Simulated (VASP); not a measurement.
# C (P6_3/mmc) in VASP: further runs

Runs on C. Level: r2SCAN. Tasks: single point.

Program: VASP 6.6.1. These are calculated values, not measurements. Logs are shortened: lines on timing, memory, paths and dates and some standing lists are left out, and cuts for length are marked.

**1. The cell of the first run**

It takes space group P6_3/mmc (No. 194, hexagonal). Conventional cell: a = 2.494 Å, b = 2.494 Å, c = 4.231 Å, α = 90.00°, β = 90.00°, γ = 120.00°. C (site symmetry 3m) has 4 C at 1.53 to 1.59 Å within 2.0 Å.

**2. Single point, r2SCAN (strained cell)**

The input, POSCAR:

```
C
1.0
    2.4937933153      0.0000000000      0.0000000000
   -1.2468966576      2.1596883628      0.0000000000
    0.0000000000      0.0000000000      4.2313878940
C
4
Direct
    0.3333333333      0.6666666667     -0.0004103490
    0.6666666667      0.3333333333      0.4995896510
    0.3333333333      0.6666666667      0.3744103490
    0.6666666667      0.3333333333      0.8744103490
```

The input, INCAR.step1:

```
PREC     = Accurate       # precision mode
ENCUT    = 520            # plane-wave cutoff, eV
ISMEAR   = 0              # smearing method
SIGMA    = 0.02           # smearing width, eV
LREAL    = F              # projectors in reciprocal space
LASPH    = T              # aspherical terms in the spheres
NELM     = 100            # most SCF steps
NBANDS   = 16             # bands
GGA      = PE             # functional
ALGO     = Normal         # electronic algorithm
EDIFF    = 1E-4           # SCF threshold, eV
LWAVE    = T              # write WAVECAR
LCHARG   = F              # write CHGCAR
```

The input, INCAR.step2:

```
PREC     = Accurate       # precision mode
ENCUT    = 520            # plane-wave cutoff, eV
EDIFF    = 1E-6           # SCF threshold, eV
ISMEAR   = 0              # smearing method
SIGMA    = 0.02           # smearing width, eV
LREAL    = F              # projectors in reciprocal space
LASPH    = T              # aspherical terms in the spheres
NELM     = 100            # most SCF steps
ALGO     = Normal         # electronic algorithm
ISIF     = 2              # what is computed and relaxed
LWAVE    = F              # write WAVECAR
LCHARG   = T              # write CHGCAR
METAGGA  = R2SCAN         # meta-GGA
LMIXTAU  = T            
LELF     = T              # ELF
LVHAR    = T            
NBANDS   = 16             # bands
ISTART   = 1
```

The input, KPOINTS:

```
Automatic mesh
0
Gamma
  9 9 6
```

Potentials or basis: VASP PAW PBE potentials, release 64 (C).

On the command line:

```bash
> cat potpaw_PBE.64/C/POTCAR > POTCAR
> cp INCAR.step1 INCAR
> mpirun -np 1 vasp_std > vasp.out
> cp INCAR.step2 INCAR
> mpirun -np 1 vasp_std > vasp.out
```

OUTCAR:

```text
PREC = Accurate
   ENCUT = 520
   EDIFF = 1E-6
   ISMEAR = 0
   LREAL = F
   LASPH = T
   NELM = 100
   ISIF = 2
   METAGGA = R2SCAN
   ISTART = 1

 ion  position               nearest neighbor table
   1  0.333  0.667  1.000-   4 1.53   4 1.53   4 1.53   3 1.59
   2  0.667  0.333  0.500-   3 1.53   3 1.53   3 1.53   4 1.59
   3  0.333  0.667  0.374-   2 1.53   2 1.53   2 1.53   1 1.59
   4  0.667  0.333  0.874-   1 1.53   1 1.53   1 1.53   2 1.59

  LATTYP: Found a hexagonal cell.
 ALAT       =     2.4937933153
 C/A-ratio  =     1.6967676784

  Lattice vectors:

 A1 = (   2.4937933153,   0.0000000000,   0.0000000000)
 A2 = (  -1.2468966576,   2.1596883628,   0.0000000000)
 A3 = (   0.0000000000,   0.0000000000,   4.2313878940)

Analysis of symmetry for initial positions (statically):
=====================================================================
 Subroutine PRICEL returns:
 Original cell was already a primitive cell.

 Routine SETGRP: Setting up the symmetry group for a
 hexagonal supercell.

 Subroutine GETGRP returns: Found 24 space group operations
 (whereof  6 operations were pure point group operations)
 out of a pool of 24 trial point group operations.

The static configuration has the point symmetry C_3v.
 The point group associated with its full space group is D_6h.

Analysis of symmetry for dynamics (positions and initial velocities):
=====================================================================
 Subroutine PRICEL returns:
 Original cell was already a primitive cell.

 Routine SETGRP: Setting up the symmetry group for a
 hexagonal supercell.

 Subroutine GETGRP returns: Found 24 space group operations
 (whereof  6 operations were pure point group operations)
 out of a pool of 24 trial point group operations.

The dynamic configuration has the point symmetry C_3v.
 The point group associated with its full space group is D_6h.

 Subroutine INISYM returns: Found 24 space group operations
 (whereof  6 operations are pure point group operations),
 and found     1 'primitive' translations

----------------------------------------------------------------------------------------

                                     Primitive cell

  volume of cell :      22.7895

  direct lattice vectors                    reciprocal lattice vectors
     2.493793315  0.000000000  0.000000000     0.400995541  0.231514884  0.000000000
    -1.246896658  2.159688363  0.000000000     0.000000000  0.463029767  0.000000000
     0.000000000  0.000000000  4.231387894     0.000000000  0.000000000  0.236329078

  length of vectors
     2.493793315  2.493793315  4.231387894     0.463029767  0.463029767  0.236329078

  position of ions in fractional coordinates (direct lattice)
     0.333333333  0.666666667  0.999589651
     0.666666667  0.333333333  0.499589651
     0.333333333  0.666666667  0.374410349
     0.666666667  0.333333333  0.874410349

  ion indices of the primitive-cell ions
   primitive index   ion index
                 1           1
                 2           2
                 3           3
                 4           4

----------------------------------------------------------------------------------------

 KPOINTS: Automatic mesh

Automatic generation of k-mesh.
 Grid dimensions read from file:
 generate k-points for:    9    9    6

 Generating k-lattice:

  Cartesian coordinates                     Fractional coordinates (reciprocal lattice)
     0.044555060  0.025723876  0.000000000     0.111111111  0.000000000  0.000000000
     0.000000000  0.051447752  0.000000000     0.000000000  0.111111111  0.000000000
     0.000000000  0.000000000  0.039388180     0.000000000  0.000000000  0.166666667

  Length of vectors
     0.051447752  0.051447752  0.039388180

  Shift w.r.t. Gamma in fractional coordinates (k-lattice)
     0.000000000  0.000000000  0.000000000

 Subroutine IBZKPT returns following result:
 ===========================================

 Found     48 irreducible k-points:

 Following reciprocal coordinates:
            Coordinates               Weight
  0.000000  0.000000  0.000000      1.000000
  0.111111  0.000000  0.000000      6.000000
  0.222222  0.000000  0.000000      6.000000
  0.333333  0.000000  0.000000      6.000000
  0.444444  0.000000  0.000000      6.000000
  0.111111  0.111111  0.000000      6.000000
[... 16 lines left out ...]
  0.333333  0.222222  0.166667     24.000000
  0.333333  0.333333  0.166667      4.000000
 [... further k-points ...]
   k-points           NKPTS =     48   k-points in BZ     NKDIM =     48   number of bands    NBANDS=     16
   number of dos      NEDOS =    301   number of ions     NIONS =      4
   total plane-waves  NPLWV =  12800
   dimension x,y,z NGX =    20 NGY =   20 NGZ =   32
   dimension x,y,z NGXF=    40 NGYF=   40 NGZF=   64
   ions per type =               4
   NGX,Y,Z   is equivalent  to a cutoff of  13.33, 13.33, 12.57 a.u.
   NGXF,Y,Z  is equivalent  to a cutoff of  26.67, 26.67, 25.14 a.u.
 SYSTEM =  unknown system
   PREC   = accura    normal or accurate (medium, high low for compatibility)
   ISTART =      1    job   : 0-new  1-cont  2-samecut
   ICHARG =      0    charge: 1-file 2-atom 10-const
   ISPIN  =      1    spin polarized calculation?
   LNONCOLLINEAR =      F non collinear calculations
   LSORBIT =      F    spin-orbit coupling
   LASPH  =      T    aspherical Exc in radial PAW
   ENCUT  =  520.0 eV  38.22 Ry    6.18 a.u.   4.64  4.64  7.87*2*pi/ulx,y,z
   NELM   =    100;   NELMIN=  2; NELMDL=  0     # of ELM steps
   EDIFF  = 0.1E-05   stopping-criterion for ELM
   LREAL  =      F    real-space projection
   EDIFFG = 0.1E-04   stopping-criterion for IOM
   NSW    =      0    number of steps for IOM
   IBRION =     -1    ionic relax: 0-MD 1-quasi-New 2-CG
   NFREE  =      0    steps in history (QN), initial steepest desc. (CG)
   ISIF   =      2    stress and relaxation
   ISYM   =      2    0-nonsym 1-usesym 2-fastsym
   POTIM  = 0.5000    time-step for ionic-motion
   TEBEG  =    0.0;   TEEND  =   0.0 temperature during run
   PSTRESS=    0.0 pullay stress
   NELECT =      16.0000    total number of electrons
   NUPDOWN=      -1.0000    fix difference up-down
   EMIN   =  10.00;   EMAX   =-10.00  energy-range for DOS
   EFERMI =   0.00;   METHOD = LEGACY
   ISMEAR =     0;   SIGMA  =   0.02  broadening in eV -4-tet -1-fermi 0-gaus
   EFERMI_NEDOS =   21; number of points for ismear=-14 and -15
   IALGO  =     38    algorithm
   IMIX   =      4    mixing-type and parameters
     AMIX     =   0.40;   BMIX     =  1.00
     AMIX_MAG =   1.60;   BMIX_MAG =  1.00
  volume/ion in A,a.u.               =       5.70        38.45
  Fermi-wavevector in a.u.,A,eV,Ry     =   1.455024  2.749596 28.804807  2.117094
  Thomas-Fermi vector in A             =   2.572106
   LORBIT       =      0    0 simple, 1 ext, 2 COOP (PROOUT), +10 PAW based schemes
   METAGGA = R2SCAN    functional components
   LHFCALC =     F    Hartree Fock is set to
   AEXX    =    0.0000 exact exchange contribution
   IVDW    =     0    specifies the selected vdW correction
   LEPSILON=     F    determine dielectric tensor
   LRPA    =     F    only Hartree local field effects (RPA)
 non-spin polarized calculation
 Gauss-broadening in eV      SIGMA  =   0.02
  energy-cutoff  :      520.00
  volume of cell :       22.79
 maximum number of plane-waves:       632
 NGX is ok and might be reduce to    20
   NGX =  9   NGY =  9   NGZ = 15

 number of electron      16.0000000 magnetization

 Free energy of the ion-electron system (eV)
  ---------------------------------------------------
  ext. energy  EPLUGINS =         0.00000000
  ---------------------------------------------------
  free energy    TOTEN  =       -39.18223113 eV

  energy without entropy =      -39.18223113  energy(sigma->0) =      -39.18223113

 E-fermi :   9.9969     XC(G=0): -14.2312

 val. band max:        9.9160499932   @ k =   0.0000   0.0000   0.0000
 cond. band min:      13.5137724485   @ k =   0.3333   0.3333   0.0000
 fundamental gap:      3.5977224552
 Fermi energy:         9.9968561320

 k-point     1 :       0.0000    0.0000    0.0000
  band No.  band energies     occupation
      1     -13.0145      2.00000
      2      -7.5854      2.00000
      3      -4.3282      2.00000
      4       6.8741      2.00000
      5       6.8742      2.00000
      6       9.4576      2.00000
[... 8 lines left out ...]
     15      24.5204      0.00000
     16      28.3482      0.00000

 k-point     2 :       0.1111    0.0000    0.0000
  band No.  band energies     occupation
      1     -12.6905      2.00000
      2      -7.2890      2.00000
      3      -4.0295      2.00000
      4       5.3255      2.00000
      5       6.2362      2.00000
      6       8.5695      2.00000
[... 8 lines left out ...]
     15      24.9847      0.00000
     16      27.5363      0.00000

 k-point     3 :       0.2222    0.0000    0.0000
  band No.  band energies     occupation
      1     -11.7258      2.00000
      2      -6.4058      2.00000
      3      -3.1822      2.00000
      4       2.1346      2.00000
      5       4.9957      2.00000
      6       5.7623      2.00000
[... 8 lines left out ...]
     15      25.5034      0.00000
     16      26.0603      0.00000

 k-point     4 :       0.3333    0.0000    0.0000
  band No.  band energies     occupation
      1     -10.1520      2.00000
      2      -4.9592      2.00000
      3      -2.4308      2.00000
      4      -0.7024      2.00000
      5       2.6822      2.00000
      6       3.9272      2.00000
[... 8 lines left out ...]
     15      25.7063      0.00000
     16      27.5021      0.00000
[... 324 lines left out ...]
 k-point    22 :       0.2222    0.2222    0.1667
  band No.  band energies     occupation
      1      -9.0464      2.00000
      2      -5.0306      2.00000
      3      -1.9187      2.00000
      4       0.7654      2.00000
      5       1.0453      2.00000
      6       1.9064      2.00000
[... 8 lines left out ...]
     15      24.2746      0.00000
     16      26.9438      0.00000

 k-point    23 :       0.3333    0.2222    0.1667
  band No.  band energies     occupation
      1      -7.0754      2.00000
      2      -4.2345      2.00000
      3      -2.9670      2.00000
      4      -0.3851      2.00000
      5      -0.0449      2.00000
      6       2.0706      2.00000
[... 8 lines left out ...]
     15      25.8893      0.00000
     16      27.3549      0.00000

 k-point    24 :       0.3333    0.3333    0.1667
  band No.  band energies     occupation
      1      -5.3229      2.00000
      2      -5.3228      2.00000
      3      -1.4055      2.00000
      4      -1.3681      2.00000
      5      -1.3681      2.00000
      6       1.9755      2.00000
[... 8 lines left out ...]
     15      26.4466      0.00000
     16      26.4466      0.00000

 [... further k-points ...]
[... 5 lines left out ...]
  --------------------------------------------------------------------------------------
  -------------------------------------------------------------------------------------
  Total        0.8830470      0.8830470     -2.5756780      0.0000000     -0.0000000      0.0000000
  in kB       62.0811859     62.0811859   -181.0788692      0.0000000     -0.0000000      0.0000000
  external PRESSURE =     -18.9721658 kB  Pullay stress =       0.0000000 kB

 VOLUME and BASIS-vectors are now :
 -----------------------------------------------------------------------------
  energy-cutoff  :      520.00
  volume of cell :       22.79
      direct lattice vectors                 reciprocal lattice vectors
     2.493793315  0.000000000  0.000000000     0.400995541  0.231514884  0.000000000
    -1.246896658  2.159688363  0.000000000     0.000000000  0.463029767  0.000000000
     0.000000000  0.000000000  4.231387894     0.000000000  0.000000000  0.236329078

 POSITION                                       TOTAL-FORCE (eV/Angst)
 -----------------------------------------------------------------------------------
     -0.00000      1.43979      4.22965         0.000000     -0.000000      0.018149
      1.24690      0.71990      2.11396        -0.000000      0.000000      0.018149
     -0.00000      1.43979      1.58428         0.000000     -0.000000     -0.018149
      1.24690      0.71990      3.69997        -0.000000      0.000000     -0.018149
 -----------------------------------------------------------------------------------
    total drift:                               -0.000000      0.000000      0.000003

  FREE ENERGIE OF THE ION-ELECTRON SYSTEM (eV)
  ---------------------------------------------------
  free  energy   TOTEN  =       -39.1822311325 eV

  energy  without entropy=      -39.1822311325  energy(sigma->0) =      -39.18223113
```

Wall time 26 s (1 thread of AMD EPYC 9R45 (Zen 5), shared host); peak memory 0.11 GiB.

What came out:

```
Free energy            : -39.1822 eV
Pressure               : -1.9 GPa
Largest force          : 0.018 eV/Å
Band gap on the k mesh : 3.60 eV, indirect (least direct gap 5.03 eV)
```

Forces in eV/Å, atoms in the order of the input:
```
C    0.000  0.000  0.018
C    0.000  0.000  0.018
C    0.000  0.000 -0.018
C    0.000  0.000 -0.018
```

Stress tensor (GPa, compression positive):
```
  6.21   0.00   0.00
  0.00   6.21   0.00
  0.00   0.00 -18.11
```

Caveat: the cell differs from its parent crystal (strained cell); the PAW data sets were made with another functional, which shifts forces and pressure a little. A k mesh can miss the band edges.

**3. Single point, r2SCAN (strained cell)**

The input, POSCAR:

```
C
1.0
    2.5028470832      0.0000000000      0.0000000000
   -1.2514235416      2.1675291559      0.0000000000
    0.0000000000      0.0000000000      4.2313878940
C
4
Direct
    0.3333333333      0.6666666667     -0.0004326141
    0.6666666667      0.3333333333      0.4995673859
    0.3333333333      0.6666666667      0.3744326141
    0.6666666667      0.3333333333      0.8744326141
```

The input, INCAR.step1:

```
ALGO     = Normal         # electronic algorithm
EDIFF    = 1E-4           # SCF threshold, eV
ENCUT    = 520            # plane-wave cutoff, eV
GGA      = PE             # functional
ISMEAR   = 0              # smearing method
LASPH    = True           # aspherical terms in the spheres
LCHARG   = False          # write CHGCAR
LREAL    = False          # projectors in reciprocal space
LWAVE    = True           # write WAVECAR
NBANDS   = 16             # bands
NELM     = 80             # most SCF steps
PREC     = Accurate       # precision mode
SIGMA    = 0.02           # smearing width, eV
```

The input, INCAR.step2:

```
ALGO     = Normal         # electronic algorithm
EDIFF    = 1E-6           # SCF threshold, eV
ENCUT    = 520            # plane-wave cutoff, eV
ISIF     = 2              # what is computed and relaxed
ISMEAR   = 0              # smearing method
ISTART   = 1            
LASPH    = True           # aspherical terms in the spheres
LCHARG   = True           # write CHGCAR
LELF     = True           # ELF
LMIXTAU  = True         
LREAL    = False          # projectors in reciprocal space
LVHAR    = True         
LWAVE    = False          # write WAVECAR
METAGGA  = R2SCAN         # meta-GGA
NBANDS   = 16             # bands
NELM     = 80             # most SCF steps
PREC     = Accurate       # precision mode
SIGMA    = 0.02           # smearing width, eV
```

The input, KPOINTS:

```
k-points
0
Gamma
  9 9 6
```

Potentials or basis: VASP PAW PBE potentials, release 64 (C).

On the command line:

```bash
> cat potpaw_PBE.64/C/POTCAR > POTCAR
> cp INCAR.step1 INCAR
> mpirun -np 1 vasp_std > vasp.out
> cp INCAR.step2 INCAR
> mpirun -np 1 vasp_std > vasp.out
```

It took 35 s on 1 thread of AMD EPYC 9R45 (Zen 5), shared host; peak memory 0.11 GiB.

Results (log left out):

```
Free energy            : -39.1864 eV
Pressure               : -5.2 GPa
Largest force          : 0.017 eV/Å
Band gap on the k mesh : 3.63 eV, indirect (least direct gap 5.11 eV)
```

Forces in eV/Å, atoms in the order of the input:
```
C    0.000  0.000  0.017
C    0.000  0.000  0.017
C    0.000  0.000 -0.017
C    0.000  0.000 -0.017
```

Stress tensor (GPa, compression positive):
```
  1.26   0.00   0.00
  0.00   1.26   0.00
  0.00   0.00 -18.08
```

Levels at points of the mesh, in eV from the valence-band top:
| k point | band 6 | band 7 | band 8 | band 9 | band 10 | band 11 |
| --- | --- | --- | --- | --- | --- | --- |
| (0.00, 0.00, 0.00) | -0.44 | 0.00 | 0.00 | 5.11 | 5.39 | 5.39 |
| (0.00, 0.00, 0.50) | -1.82 | -1.82 | -1.82 | 7.68 | 7.68 | 7.68 |

Caveat: the cell differs from its parent crystal (strained cell); the PAW data sets were made with another functional, which shifts forces and pressure a little.

(Continued in part 2 of 2.)
